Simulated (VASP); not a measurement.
The system is Ga.

```
Ga
1.0
     0.00000    2.97961    2.97961
     2.97961    0.00000    2.97961
     2.97961    2.97961    0.00000
Ga
2
Direct
  0.12500 0.12500 0.12500
  0.87500 0.87500 0.87500
```

This isn't the form of Ga at room conditions, which is orthorhombic.

```yaml
Program: VASP 6.6.1
Task: relaxation of cell and atoms
Functional: PBE
Potentials_or_basis: VASP PAW PBE potentials, release 64 (Ga_d)
Cutoff: 600 eV
k_mesh: 9 × 9 × 9
Occupations: fermi-dirac, width 0.1 eV
Spin: no spin polarisation
```

At the start: pressure -1.2 GPa; volume 26.45 Å³/atom.

**Question.** Where does the relaxation end?

**Answer.** Over 3 steps the energy falls by 3.7 meV/atom and the volume is 25.52 Å³/atom (-3.5 %); space group Fd-3m (No. 227, to 0.1 Å) before and after.

The path:
```
step  energy change (eV)  largest force (eV/Å)  pressure (GPa)  volume (Å³)
   1              0.0000                0.0000           -1.18        52.91
   2             -0.0070                0.0000           -0.29        51.43
   3             -0.0074                0.0000           -0.04        51.04
```

Final structure:
```xyz
2
Lattice="0.0000 2.9441 2.9441 2.9441 0.0000 2.9441 2.9441 2.9441 0.0000" Properties=species:S:1:pos:R:3 pbc="T T T"
Ga    0.7360    0.7360    0.7360
Ga    5.1521    5.1521    5.1521
```
